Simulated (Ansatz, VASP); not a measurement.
One calculation of SnTe, two programs

The input INCAR:

```
  PREC = Accurate
  ENCUT = 520
  EDIFF = 1E-6
  ISMEAR = -1
  SIGMA = 0.05
  LREAL = False
  LASPH = True
  NELM = 100
  ALGO = Normal
  ISIF = 2
  LWAVE = False
  LCHARG = False
  GGA = PS
  IVDW = 13
  NBANDS = 17
```

Contents of KPOINTS:

```
Automatic mesh
0
Gamma
  7 7 7
```

The input POSCAR:

```
SnTe
1.0
    0.0000000000      3.2126470615      3.2126470615
    3.2126470615      0.0000000000      3.2126470615
    3.2126470615      3.2126470615      0.0000000000
Te Sn
1 1
Direct
    0.5000000000      0.5000000000      0.5000000000
    0.0000000000      0.0000000000      0.0000000000
```

Contents of input.yaml:

```yaml
crystal:
  lattice:
    - [0.0, 3.2126470615, 3.2126470615]
    - [3.2126470615, 0.0, 3.2126470615]
    - [3.2126470615, 3.2126470615, 0.0]
  atoms:
    - { symbol: Te, position: [0.5, 0.5, 0.5] }
    - { symbol: Sn, position: [0.0, 0.0, 0.0] }
hamiltonian:
  xc: pbesol
  pseudopotentials: { kind: paw }
  dispersion: d4
kpoints:
  mp_grid: { grid: [7, 7, 7] }
scf:
  occupations: { method: fermi_dirac, width: 0.05 }
output:
  forces: true
  stress: true
  eigenvalues: true
```

Alike in both runs: task single point; functional PBEsol; dispersion D4; k mesh 7 × 7 × 7; occupations fermi-dirac, width 0.05 eV; no spin polarisation.

|  | VASP | Ansatz |
| --- | --- | --- |
| version | VASP 6.6.1 | Ansatz 0.2.0 |
| potentials or method | VASP PAW PBE potentials, release 64 (Te, Sn_d) | Ansatz PAW |
| plane-wave cutoff (eV) | 520 | 420 |
| valence electrons in the cell | 20 | 30 |

```tsv
	VASP	Ansatz	Ansatz less VASP
pressure (GPa)	-3.7	-3.7	+0.03
```

VASP's potentials were made for PBE, not for PBEsol. VASP's potentials hold 20 valence electrons a cell and Ansatz's 30, so a difference there can come from the potentials and not from the codes.

Spin-orbit coupling is off throughout.
